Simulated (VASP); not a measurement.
Set up this calculation in VASP 6.6.1, as the native input.

```yaml
Task: single point
Functional: PBE
Potentials_or_basis: VASP PAW PBE potentials, release 64 (Mg, Zn, Te)
Cutoff: 520 eV
k_mesh: 6 × 6 × 2
Occupations: gaussian, width 0.02 eV
Spin: no spin polarisation
Dipole_correction: no
Further_INCAR_settings: ALGO = Normal; EDIFF = 1e-06; NBANDS = 56
```

The structure of MgZn2Te3 lies in POSCAR:

```
MgZn2Te3
1.0
    4.4330759310      0.0000000289      0.0000000000
   -2.2165379905      3.8391563587      0.0000000000
    0.0000000000      0.0000000000     21.9772526000
Mg Zn Te
2 4 6
Direct
    0.3333333333      0.6666666667      0.0023200000
    0.6666666667      0.3333333333      0.5023200000
    0.3333333333      0.6666666667      0.3326630000
    0.3333333333      0.6666666667      0.6711030000
    0.6666666667      0.3333333333      0.1711030000
    0.6666666667      0.3333333333      0.8326630000
    0.3333333333      0.6666666667      0.1310580000
    0.3333333333      0.6666666667      0.4546270000
    0.3333333333      0.6666666667      0.7932300000
    0.6666666667      0.3333333333      0.2932300000
    0.6666666667      0.3333333333      0.6310580000
    0.6666666667      0.3333333333      0.9546270000
```

These files were run (other wordings do the same):

INCAR

```
SYSTEM = MgZn2Te3
ALGO = Normal
EDIFF = 1E-6
ENCUT = 520
GGA = PE
ISIF = 2
ISMEAR = 0
LASPH = .TRUE.
LCHARG = .FALSE.
LREAL = .FALSE.
LWAVE = .FALSE.
NBANDS = 56
NELM = 60
PREC = Accurate
SIGMA = 0.02
```

KPOINTS

```
k-points
0
G
  6 6 2
  0 0 0
```

Potentials or basis: VASP PAW PBE potentials, release 64 (Mg, Zn, Te).

Launch:

```bash
$ cat potpaw_PBE.64/Mg/POTCAR potpaw_PBE.64/Zn/POTCAR potpaw_PBE.64/Te/POTCAR > POTCAR
$ mpirun -np 1 vasp_std > vasp.out
```

Results of the run:

* Pressure: 0.0 GPa
* Largest force: 0.018 eV/Å
* Band gap on the k mesh: 1.23 eV, direct

Caveat: spin-orbit coupling is left out, which moves the levels of the heavy elements.

It used 850 s of CPU time on 1 thread of AMD EPYC 7R13 Processor (Zen 3), with other jobs on the host.
